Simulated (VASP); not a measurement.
# H6C2O: single point with PBE+D3(BJ)

The system is H6C2O.

```xyz
36
Lattice="7.5291 0.0000 0.0000 0.0000 7.5291 0.0000 0.0000 0.0000 7.5291" Properties=species:S:1:pos:R:3 pbc="T T T"
C     0.8807    1.6100    2.8281
C     1.9412    2.0399    1.8879
C     4.4614    2.6656    4.9222
C     3.3684    2.6458    5.9611
C     2.8886    6.1275    0.9107
C     3.3578    5.6021    2.1949
C     7.2104   -1.2320    7.3648
C     6.5594    0.1529    6.6712
O     1.5510    2.9349    0.6828
O     2.5053    1.6267    5.6067
O     2.2153    5.6432    3.1655
O     6.6070    1.0542    7.6504
H     0.6479    3.1877    0.8459
H     2.7166    2.5608    2.3411
H     2.4858    1.2289    1.5299
H    -0.0901    2.0235    2.6058
H     0.6398    0.5349    3.0239
H     1.0951    1.9081    3.9008
H     1.9367    1.6153    6.3387
H     4.0609    2.2641    6.8483
H     2.9881    3.6416    6.2841
H     4.0657    3.2602    4.0252
H     5.5816    2.7846    5.1142
H     4.3011    1.7083    4.5704
H     1.4865    5.7801    2.6727
H     3.6782    4.5694    2.2103
H     4.0741    6.2077    2.8859
H     2.1529    6.8693    1.0950
H     3.4491    6.6561    0.1673
H     2.1522    5.4037    0.3161
H     5.8046    1.6481    7.7309
H     7.0260    0.5467    5.7218
H     5.5586   -0.0924    6.2605
H     7.8567   -1.9117    6.5962
H     7.7441   -1.0591    8.2901
H     6.4753   -1.9601    7.5027
```

```yaml
Program: VASP 6.6.1
Task: single point
Functional: PBE
Dispersion: D3(BJ)
Potentials_or_basis: VASP PAW PBE potentials, release 64 (C, O, H)
Cutoff: 520 eV
k_mesh: 1 × 1 × 1
Occupations: fermi-dirac, width 0.05 eV
Spin: no spin polarisation
```

- Pressure: 1.3 GPa
- Largest force: 5.447 eV/Å
- Band gap on the k mesh: 4.48 eV
- Dispersion energy per atom: -0.034 eV

Forces in eV/Å, atoms in the order of the input:
```
C   -1.053 -0.370  2.565
C   -1.167  1.170 -1.756
C   -0.082  2.325 -2.038
C    4.205  0.443  2.426
C   -2.384 -1.201 -2.156
C    0.154  0.866  3.534
C    1.270  0.359 -4.198
C    0.645 -3.706 -1.910
O    1.243 -1.701  1.430
O    0.353  0.175 -1.594
O    4.532 -1.181  2.399
O   -1.178  3.438  2.858
H   -1.098  0.143  0.167
H    1.213  1.641  1.375
H    0.616 -1.835 -1.489
H   -0.593  0.480 -0.318
H    0.623  0.259 -0.972
H    0.055  0.203 -1.045
H   -2.348 -0.418  2.124
H   -1.400  0.597 -0.257
H   -0.364 -0.656 -0.390
H    1.029 -0.113  0.873
H   -1.591  0.371  0.197
H    0.491 -2.604 -1.136
H   -4.569  0.699 -2.882
H    0.406 -0.480 -0.408
H   -0.288 -0.603 -1.909
H   -0.787  1.274  0.736
H    1.426 -0.132 -0.405
H    1.931  0.653  1.146
H    0.841 -0.873 -0.412
H    0.644 -0.600  0.591
H   -0.227 -0.148  0.642
H   -0.701  1.978  1.443
H    0.133  0.432  0.013
H   -1.980 -0.885  0.756
```

Stress tensor (GPa, compression positive):
```
 2.85  1.28 -1.67
 1.28  0.70  2.25
-1.67  2.25  0.22
```

Levels at points of the mesh, in eV from the valence-band top:
```csv
k point,band 37,band 38,band 39,band 40,band 41,band 42,band 43,band 44
"(0.00, 0.00, 0.00)",-0.43,-0.21,-0.15,0.00,4.48,5.57,5.85,6.02
```

Wall time 35 s on 1 thread of Intel(R) Xeon(R) 6975P-C (Granite Rapids), on a shared host, peak memory 0.37 GiB.

Caveat: the k points lie up to 0.83 Å⁻¹ apart.
